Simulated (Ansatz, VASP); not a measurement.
# Two plane-wave programs on FeO

```
Fe O
1.0
     2.65043    0.00000    0.00000
     0.00000    2.65043    0.00000
     0.00000    0.00000    2.65043
Fe O
1 1
Direct
  0.50000 0.50000 0.50000
  0.00000 0.00000 0.00000
```

Alike in both runs: functional PBE; k mesh 20 × 20 × 20; occupations gaussian, width 0.1 eV; collinear spin.

Ansatz relaxed the structure, and its values are those at the end. VASP's run is a single point on that final structure, the one shown.

```csv
,VASP,Ansatz
version,VASP 6.6.1,Ansatz 0.2.0
potentials or method,"VASP PAW PBE potentials, release 64 (Fe, O), cutoff 520 eV","scalar-relativistic, plane waves, PAW"
valence electrons in the cell,14,22
```

```tsv
	VASP	Ansatz	Ansatz less VASP
gap on the k mesh at the Fermi level (eV)	none	none	-
pressure (GPa)	-0.1	0.0	+0.16
net moment per atom (μB)	2.00	2.00	0.000
size of the moment on the site where the two differ most (μB)	3.53	3.46	-0.079
```

Site moments also hang on the region over which each program counts them. A gap of «none» marks a metal or a gap that the smearing closes. VASP's potentials hold 14 valence electrons a cell and Ansatz's 22, so a difference there can come from the potentials and not from the codes.
